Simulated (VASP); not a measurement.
Here is a VASP 6.6.1 calculation.

Contents of INCAR:

```
PREC = Accurate ; ENCUT = 520
EDIFF = 1E-7 ; ISMEAR = 0
SIGMA = 0.02 ; LREAL = False
LASPH = True ; NELM = 100
ALGO = Normal ; ISIF = 2
LWAVE = False ; LCHARG = True
GGA = PE ; LELF = True
LVHAR = True ; NBANDS = 36
```

File KPOINTS:

```
regular mesh
0
Gamma
  12 12 12
```

File POSCAR:

```
C
1.0
   -3.2366802674      3.2366802674      1.8085667540
    3.2366802674     -3.2366802674      1.8085667540
    3.2366802674      3.2366802674     -1.8085667540
C
12
Direct
    0.0000000000      0.0000000000      0.0000000000
    0.7500000000      0.2500000000      0.5000000000
    0.2500000000      0.7500000000      0.5000000000
    0.5000000000      0.5000000000      0.0000000000
    0.3927735615      0.3927735615      0.2855471230
    0.1072264385      0.1072264385      0.7144528770
    0.1427735615      0.3572264385      0.5000000000
    0.8572264385      0.6427735615      0.5000000000
    0.3572264385      0.8572264385      0.2144528770
    0.6427735615      0.1427735615      0.7855471230
    0.6072264385      0.8927735615      0.0000000000
    0.8927735615      0.6072264385      0.0000000000
```

Potentials or basis: VASP PAW PBE potentials, release 64 (C).

Command:

```sh
$ cat potpaw_PBE.64/C/POTCAR > POTCAR
$ mpirun -np 1 vasp_std > vasp.out
```

Question: Estimate the band gap on the k mesh.

Answer: 0.49 eV (least direct gap 0.89 eV).

Question: Predict the largest force.

Answer: 0.027 eV/Å.

Question: What does it give for the pressure?

Answer: 0.3 GPa.

Forces on the atoms (eV/Å):
```
C    0.000  0.000  0.000
C    0.000  0.000  0.000
C    0.000  0.000  0.000
C    0.000  0.000  0.000
C    0.019  0.019  0.000
C   -0.019 -0.019  0.000
C   -0.019  0.019  0.000
C    0.019 -0.019  0.000
C   -0.019 -0.019  0.000
C    0.019  0.019  0.000
C    0.019 -0.019  0.000
C   -0.019  0.019  0.000
```

Caveat: semilocal functionals underestimate gaps, and a narrow one can read as zero. A k mesh can miss the band edges.
